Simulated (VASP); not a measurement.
Input of a VASP 6.6.1 run:

The input INCAR:

```
PREC = Accurate
ENCUT = 520
EDIFF = 1E-7
ISMEAR = 0
SIGMA = 0.1
LREAL = F
LASPH = T
NELM = 100
ALGO = Normal
ISIF = 2
LWAVE = F
LCHARG = F
GGA = PE
NBANDS = 60
```

KPOINTS

```
regular mesh
0
Gamma
  3 3 3
```

Contents of POSCAR:

```
Os
1.0
    3.4156649103      1.9720350555      5.9057382189
   -3.4156649103      1.9720350555      5.9057382189
    0.0000000000     -3.9440701108      5.9057382189
Os
12
Direct
    0.0161459031      0.6434817212      0.0161459031
    0.0161459031      0.0161459031      0.6434817212
    0.6434817212      0.0161459031      0.0161459031
    0.9838540969      0.3565182788      0.9838540969
    0.3565182788      0.9838540969      0.9838540969
    0.9838540969      0.9838540969      0.3565182788
    0.2333516669      0.6085564185      0.2333516669
    0.2333516669      0.2333516669      0.6085564185
    0.6085564185      0.2333516669      0.2333516669
    0.7666483331      0.3914435815      0.7666483331
    0.3914435815      0.7666483331      0.7666483331
    0.7666483331      0.7666483331      0.3914435815
```

Potentials or basis: VASP PAW PBE potentials, release 64 (Os).

Run with:

```sh
$ cat potpaw_PBE.64/Os/POTCAR > POTCAR
$ mpirun -np 1 vasp_std > vasp.out
```

(1) What does it give for the band gap on the k mesh?

(2) Predict the pressure.

## Answers

(1) zero (band 48 reaches 5.16 eV, above the bottom of band 49 at 4.88 eV).

(2) -0.7 GPa.

Caveat: the k points lie up to 0.37 Å⁻¹ apart; spin-orbit coupling is left out, which moves the levels of the heavy elements.
